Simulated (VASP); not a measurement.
# AlN (P6_3mc) in VASP: notebook

Runs on AlN. Level: PBEsol. Tasks: single point.

Everything below comes from runs of VASP 6.6.1. Logs are shortened: lines on timing, memory, paths and dates and some standing lists are left out, and cuts for length are marked.

## Step 1: The cell of the first run

It takes space group P6_3mc (No. 186, hexagonal). The conventional cell has a = 3.111 Å, b = 3.111 Å, c = 5.028 Å, α = 90.00°, β = 90.00°, γ = 120.00°. Within 2.5 Å of Al (site symmetry 3m) lie 4 N at 1.89 to 1.94 Å. Within 2.5 Å of N (site symmetry 3m) lie 4 Al at 1.89 to 1.94 Å.

## Step 2: Single point, PBEsol (zz strain of +1 %)

INCAR reads:

```
SYSTEM = AlN
PREC = Accurate ; ENCUT = 520
EDIFF = 1E-6 ; ISMEAR = -1
SIGMA = 0.02 ; LREAL = .FALSE.
LASPH = .TRUE. ; NELM = 80
ALGO = Normal ; ISIF = 2
LWAVE = .FALSE. ; LCHARG = .TRUE.
GGA = PS ; LELF = .TRUE.
LVHAR = .TRUE. ; NBANDS = 16
```

KPOINTS reads:

```
Automatic mesh
0
G
  11 11 6
  0 0 0
```

POSCAR reads:

```
AlN
1.0
    3.1110021516      0.0000000000      0.0000000000
   -1.5555010758      2.6942068945      0.0000000000
    0.0000000000      0.0000000000      5.0277800000
Al N
2 2
Direct
    0.3333333333      0.6666666667      0.0000000000
    0.6666666667      0.3333333333      0.5000000000
    0.3333333333      0.6666666667      0.3850000000
    0.6666666667      0.3333333333      0.8850000000
```

Potentials or basis: VASP PAW PBE potentials, release 64 (Al, N).

Started as:

```console
$ cat potpaw_PBE.64/Al/POTCAR potpaw_PBE.64/N/POTCAR > POTCAR
$ mpirun -np 1 vasp_std > vasp.out
```

OUTCAR:

```text
SYSTEM = AlN
   PREC = Accurate
   ENCUT = 520
   EDIFF = 1E-6
   ISMEAR = -1
   LREAL = .FALSE.
   LASPH = .TRUE.
   NELM = 80
   ISIF = 2
   GGA = PS

 ion  position               nearest neighbor table
   1  0.333  0.667  0.000-   4 1.89   4 1.89   4 1.89   3 1.94   2 3.09   2 3.09   2 3.09   2 3.09
                             2 3.09   2 3.09
   2  0.667  0.333  0.500-   3 1.89   3 1.89   3 1.89   4 1.94   1 3.09   1 3.09   1 3.09   1 3.09
                             1 3.09   1 3.09
   3  0.333  0.667  0.385-   2 1.89   2 1.89   2 1.89   1 1.94
   4  0.667  0.333  0.885-   1 1.89   1 1.89   1 1.89   2 1.94

  LATTYP: Found a hexagonal cell.
 ALAT       =     3.1110021516
 C/A-ratio  =     1.6161287440

  Lattice vectors:

 A1 = (   3.1110021516,   0.0000000000,   0.0000000000)
 A2 = (  -1.5555010758,   2.6942068945,   0.0000000000)
 A3 = (   0.0000000000,   0.0000000000,   5.0277800000)

Analysis of symmetry for initial positions (statically):
=====================================================================
 Subroutine PRICEL returns:
 Original cell was already a primitive cell.

 Routine SETGRP: Setting up the symmetry group for a
 hexagonal supercell.

 Subroutine GETGRP returns: Found 12 space group operations
 (whereof  6 operations were pure point group operations)
 out of a pool of 24 trial point group operations.

The static configuration has the point symmetry C_3v.
 The point group associated with its full space group is C_6v.

Analysis of symmetry for dynamics (positions and initial velocities):
=====================================================================
 Subroutine PRICEL returns:
 Original cell was already a primitive cell.

 Routine SETGRP: Setting up the symmetry group for a
 hexagonal supercell.

 Subroutine GETGRP returns: Found 12 space group operations
 (whereof  6 operations were pure point group operations)
 out of a pool of 24 trial point group operations.

The dynamic configuration has the point symmetry C_3v.
 The point group associated with its full space group is C_6v.

 Subroutine INISYM returns: Found 12 space group operations
 (whereof  6 operations are pure point group operations),
 and found     1 'primitive' translations

----------------------------------------------------------------------------------------

                                     Primitive cell

  volume of cell :      42.1413

  direct lattice vectors                    reciprocal lattice vectors
     3.111002152  0.000000000  0.000000000     0.321439829  0.185583372  0.000000000
    -1.555501076  2.694206895  0.000000000     0.000000000  0.371166744  0.000000000
     0.000000000  0.000000000  5.027780000     0.000000000  0.000000000  0.198894940

  length of vectors
     3.111002152  3.111002152  5.027780000     0.371166744  0.371166744  0.198894940

  position of ions in fractional coordinates (direct lattice)
     0.333333333  0.666666667  0.000000000
     0.666666667  0.333333333  0.500000000
     0.333333333  0.666666667  0.385000000
     0.666666667  0.333333333  0.885000000

  ion indices of the primitive-cell ions
   primitive index   ion index
                 1           1
                 2           2
                 3           3
                 4           4

----------------------------------------------------------------------------------------

 KPOINTS: Automatic mesh

Automatic generation of k-mesh.
 Grid dimensions read from file:
 generate k-points for:   11   11    6

 Generating k-lattice:

  Cartesian coordinates                     Fractional coordinates (reciprocal lattice)
     0.029221803  0.016871216  0.000000000     0.090909091 -0.000000000  0.000000000
     0.000000000  0.033742431  0.000000000     0.000000000  0.090909091  0.000000000
     0.000000000  0.000000000  0.033149157     0.000000000  0.000000000  0.166666667

  Length of vectors
     0.033742431  0.033742431  0.033149157

  Shift w.r.t. Gamma in fractional coordinates (k-lattice)
     0.000000000  0.000000000  0.000000000

 Subroutine IBZKPT returns following result:
 ===========================================

 Found     64 irreducible k-points:

 Following reciprocal coordinates:
            Coordinates               Weight
  0.000000  0.000000  0.000000      1.000000
  0.090909 -0.000000  0.000000      6.000000
  0.181818  0.000000  0.000000      6.000000
  0.272727 -0.000000  0.000000      6.000000
  0.363636 -0.000000  0.000000      6.000000
  0.454545 -0.000000  0.000000      6.000000
[... 16 lines left out ...]
  0.090909  0.090909  0.166667     12.000000
  0.181818  0.090909  0.166667     24.000000
 [... further k-points ...]
   k-points           NKPTS =     64   k-points in BZ     NKDIM =     64   number of bands    NBANDS=     16
   number of dos      NEDOS =    301   number of ions     NIONS =      4
   total plane-waves  NPLWV =  23040
   dimension x,y,z NGX =    24 NGY =   24 NGZ =   40
   dimension x,y,z NGXF=    48 NGYF=   48 NGZF=   80
   ions per type =               2   2
   NGX,Y,Z   is equivalent  to a cutoff of  12.83, 12.83, 13.23 a.u.
   NGXF,Y,Z  is equivalent  to a cutoff of  25.65, 25.65, 26.45 a.u.
 SYSTEM =  AlN
   PREC   = accura    normal or accurate (medium, high low for compatibility)
   ISTART =      0    job   : 0-new  1-cont  2-samecut
   ICHARG =      2    charge: 1-file 2-atom 10-const
   ISPIN  =      1    spin polarized calculation?
   LNONCOLLINEAR =      F non collinear calculations
   LSORBIT =      F    spin-orbit coupling
   LASPH  =      T    aspherical Exc in radial PAW
   ENCUT  =  520.0 eV  38.22 Ry    6.18 a.u.   5.78  5.78  9.35*2*pi/ulx,y,z
   NELM   =     80;   NELMIN=  2; NELMDL= -5     # of ELM steps
   EDIFF  = 0.1E-05   stopping-criterion for ELM
   LREAL  =      F    real-space projection
   EDIFFG = 0.1E-04   stopping-criterion for IOM
   NSW    =      0    number of steps for IOM
   IBRION =     -1    ionic relax: 0-MD 1-quasi-New 2-CG
   NFREE  =      0    steps in history (QN), initial steepest desc. (CG)
   ISIF   =      2    stress and relaxation
   ISYM   =      2    0-nonsym 1-usesym 2-fastsym
   POTIM  = 0.5000    time-step for ionic-motion
   TEBEG  =    0.0;   TEEND  =   0.0 temperature during run
   PSTRESS=    0.0 pullay stress
   NELECT =      16.0000    total number of electrons
   NUPDOWN=      -1.0000    fix difference up-down
   EMIN   =  10.00;   EMAX   =-10.00  energy-range for DOS
   EFERMI =   0.00;   METHOD = LEGACY
   ISMEAR =    -1;   SIGMA  =   0.02  broadening in eV -4-tet -1-fermi 0-gaus
   EFERMI_NEDOS =   21; number of points for ismear=-14 and -15
   IALGO  =     38    algorithm
   IMIX   =      4    mixing-type and parameters
     AMIX     =   0.40;   BMIX     =  1.00
     AMIX_MAG =   1.60;   BMIX_MAG =  1.00
  volume/ion in A,a.u.               =      10.54        71.10
  Fermi-wavevector in a.u.,A,eV,Ry     =   1.185438  2.240154 19.119780  1.405264
  Thomas-Fermi vector in A             =   2.321632
   LORBIT       =      0    0 simple, 1 ext, 2 COOP (PROOUT), +10 PAW based schemes
   GGA     = PS    functional components
   LHFCALC =     F    Hartree Fock is set to
   AEXX    =    0.0000 exact exchange contribution
   IVDW    =     0    specifies the selected vdW correction
   LEPSILON=     F    determine dielectric tensor
   LRPA    =     F    only Hartree local field effects (RPA)
 non-spin polarized calculation
  energy-cutoff  :      520.00
  volume of cell :       42.14
 maximum number of plane-waves:      1146
 NGX is ok and might be reduce to    24
   NGX = 11   NGY = 11   NGZ = 19

 number of electron      15.9999998 magnetization

 Free energy of the ion-electron system (eV)
  ---------------------------------------------------
  ext. energy  EPLUGINS =         0.00000000
  ---------------------------------------------------
  free energy    TOTEN  =       -31.30224173 eV

  energy without entropy =      -31.30224173  energy(sigma->0) =      -31.30224173

 E-fermi :   6.3699     XC(G=0): -11.0688

 val. band max:        5.9983600983   @ k =   0.0000   0.0000   0.0000
 cond. band min:      10.0246010690   @ k =   0.0000   0.0000   0.0000
 fundamental gap:      4.0262409707
 Fermi energy:         6.3699233123

 k-point     1 :       0.0000    0.0000    0.0000
  band No.  band energies     occupation
      1      -9.1363      2.00000
      2      -7.0235      2.00000
      3      -0.0435      2.00000
      4       5.1239      2.00000
      5       5.1239      2.00000
      6       5.7494      2.00000
[... 8 lines left out ...]
     15      18.9586      0.00000
     16      18.9586      0.00000

 k-point     2 :       0.0909   -0.0000    0.0000
  band No.  band energies     occupation
      1      -9.0301      2.00000
      2      -6.9616      2.00000
      3       0.0831      2.00000
      4       4.6330      2.00000
      5       4.9870      2.00000
      6       5.2626      2.00000
[... 8 lines left out ...]
     15      18.8573      0.00000
     16      19.0450      0.00000

 k-point     3 :       0.1818    0.0000    0.0000
  band No.  band energies     occupation
      1      -8.7223      2.00000
      2      -6.7949      2.00000
      3       0.4550      2.00000
      4       3.4781      2.00000
      5       4.2714      2.00000
      6       4.6764      2.00000
[... 8 lines left out ...]
     15      18.0993      0.00000
     16      18.5776      0.00000

 k-point     4 :       0.2727   -0.0000    0.0000
  band No.  band energies     occupation
      1      -8.2503      2.00000
      2      -6.5852      2.00000
      3       1.0454      2.00000
      4       2.1989      2.00000
      5       3.2222      2.00000
      6       4.3376      2.00000
[... 8 lines left out ...]
     15      17.7963      0.00000
     16      19.4467      0.00000
[... 324 lines left out ...]
 k-point    22 :       0.4545   -0.0000    0.1667
  band No.  band energies     occupation
      1      -7.1752      2.00000
      2      -6.4930      2.00000
      3       0.4182      2.00000
      4       1.4616      2.00000
      5       2.9321      2.00000
      6       3.9938      2.00000
[... 8 lines left out ...]
     15      18.0987      0.00000
     16      20.9199      0.00000

 k-point    23 :       0.0909    0.0909    0.1667
  band No.  band energies     occupation
      1      -8.7226      2.00000
      2      -7.0314      2.00000
      3       0.6435      2.00000
      4       4.0662      2.00000
      5       4.0992      2.00000
      6       4.8976      2.00000
[... 8 lines left out ...]
     15      18.3170      0.00000
     16      19.0523      0.00000

 k-point    24 :       0.1818    0.0909    0.1667
  band No.  band energies     occupation
      1      -8.3381      2.00000
      2      -6.8138      2.00000
      3       1.0031      2.00000
      4       2.9325      2.00000
      5       3.3282      2.00000
      6       4.4702      2.00000
[... 8 lines left out ...]
     15      18.2189      0.00000
     16      19.3185      0.00000

 [... further k-points ...]

------------------------ aborting loop because EDIFF is reached ----------------------------------------

  FORCE on cell =-STRESS in cart. coord.  units (eV):
  Direction    XX          YY          ZZ          XY          YZ          ZX
  --------------------------------------------------------------------------------------
  -------------------------------------------------------------------------------------
  Total        0.1336115      0.1336115     -1.3045748      0.0000000      0.0000000      0.0000000
  in kB        5.0798028      5.0798028    -49.5989011      0.0000000      0.0000000      0.0000000
  external PRESSURE =     -13.1464318 kB  Pullay stress =       0.0000000 kB

 VOLUME and BASIS-vectors are now :
 -----------------------------------------------------------------------------
  energy-cutoff  :      520.00
  volume of cell :       42.14
      direct lattice vectors                 reciprocal lattice vectors
     3.111002152  0.000000000  0.000000000     0.321439829  0.185583372  0.000000000
    -1.555501076  2.694206895  0.000000000     0.000000000  0.371166744  0.000000000
     0.000000000  0.000000000  5.027780000     0.000000000  0.000000000  0.198894940

 POSITION                                       TOTAL-FORCE (eV/Angst)
 -----------------------------------------------------------------------------------
     -0.00000      1.79614      0.00000         0.000000     -0.000000      0.280277
      1.55550      0.89807      2.51389        -0.000000     -0.000000      0.280277
     -0.00000      1.79614      1.93570         0.000000     -0.000000     -0.280277
      1.55550      0.89807      4.44959        -0.000000      0.000000     -0.280277
 -----------------------------------------------------------------------------------
    total drift:                               -0.000000      0.000000      0.001117

  FREE ENERGIE OF THE ION-ELECTRON SYSTEM (eV)
  ---------------------------------------------------
  free  energy   TOTEN  =       -31.3022417275 eV

  energy  without entropy=      -31.3022417275  energy(sigma->0) =      -31.30224173
```

Wall time 58 s (1 thread of Intel Xeon 8259CL, shared host); peak memory 0.18 GiB.

What came out:

| Item | Value |
| --- | --- |
| Free energy | -31.3022 eV |
| Pressure | -1.3 GPa |
| Largest force | 0.280 eV/Å |
| Band gap on the k mesh | 4.03 eV, direct |

Forces in eV/Å, atoms in the order of the input:
```
Al   0.000  0.000  0.280
Al   0.000  0.000  0.280
N    0.000  0.000 -0.280
N    0.000  0.000 -0.280
```

Stress tensor (GPa, compression positive):
```
 0.51  0.00  0.00
 0.00  0.51  0.00
 0.00  0.00 -4.96
```

Levels at points of the mesh, in eV from the valence-band top:
| k point | band 4 | band 5 | band 6 | band 7 | band 8 | band 9 | band 10 | band 11 | band 12 | band 13 |
| --- | --- | --- | --- | --- | --- | --- | --- | --- | --- | --- |
| (0.00, 0.00, 0.00) | -0.87 | -0.87 | -0.25 | -0.25 | 0.00 | 4.03 | 6.57 | 10.40 | 11.04 | 11.04 |
| (0.00, 0.00, 0.50) | -3.38 | -0.57 | -0.57 | -0.57 | -0.57 | 6.35 | 6.35 | 10.09 | 10.09 | 11.36 |

Caveat: the cell differs from its parent crystal (zz strain of +1 %); the PAW data sets were made with another functional, which shifts forces and pressure a little.

## Step 3: Single point, PBEsol (zz strain of +3 %)

INCAR reads:

```
PREC     = Accurate       # precision mode
ENCUT    = 520            # plane-wave cutoff, eV
EDIFF    = 1E-6           # SCF threshold, eV
ISMEAR   = -1             # smearing method
SIGMA    = 0.02           # smearing width, eV
LREAL    = F              # projectors in reciprocal space
LASPH    = T              # aspherical terms in the spheres
NELM     = 100            # most SCF steps
ALGO     = Normal         # electronic algorithm
ISIF     = 2              # what is computed and relaxed
LWAVE    = F              # write WAVECAR
LCHARG   = F              # write CHGCAR
GGA      = PS             # functional
NBANDS   = 16             # bands
```

KPOINTS reads:

```
regular mesh
0
Gamma
  11 11 6
```

POSCAR: that of step 2 with these lines changed.

```diff
@@ -4,3 +4,3 @@
    -1.5555010758      2.6942068945      0.0000000000
-    0.0000000000      0.0000000000      5.0277800000
+    0.0000000000      0.0000000000      5.1273400000
 Al N
```

Potentials or basis: VASP PAW PBE potentials, release 64 (Al, N).

Started as:

```console
$ cat potpaw_PBE.64/Al/POTCAR potpaw_PBE.64/N/POTCAR > POTCAR
$ mpirun -np 1 vasp_std > vasp.out
```

Wall time 64 s (1 thread of Intel Xeon 8259CL, shared host); peak memory 0.17 GiB.

The run converged. Its results:

* Free energy: -31.2574 eV
* Pressure: -4.6 GPa
* Largest force: 0.423 eV/Å
* Band gap on the k mesh: 3.89 eV, direct

Forces on the atoms (eV/Å):
```
Al   0.000  0.000  0.423
Al   0.000  0.000  0.423
N    0.000  0.000 -0.423
N    0.000  0.000 -0.423
```

Stress tensor (GPa, compression positive):
```
 -0.70   0.00   0.00
  0.00  -0.70   0.00
  0.00   0.00 -12.31
```

Levels at points of the mesh, in eV from the valence-band top:
```
           k point  band 4  band 5  band 6  band 7  band 8  band 9  band 10  band 11  band 12  band 13
(0.00, 0.00, 0.00)   -0.73   -0.73   -0.16   -0.16    0.00    3.89     6.65    10.21    11.14    11.14
(0.00, 0.00, 0.50)   -3.36   -0.45   -0.45   -0.45   -0.45    6.31     6.31     9.92     9.92    11.46
```

Caveat: the cell differs from its parent crystal (zz strain of +3 %); the PAW data sets were made with another functional, which shifts forces and pressure a little.
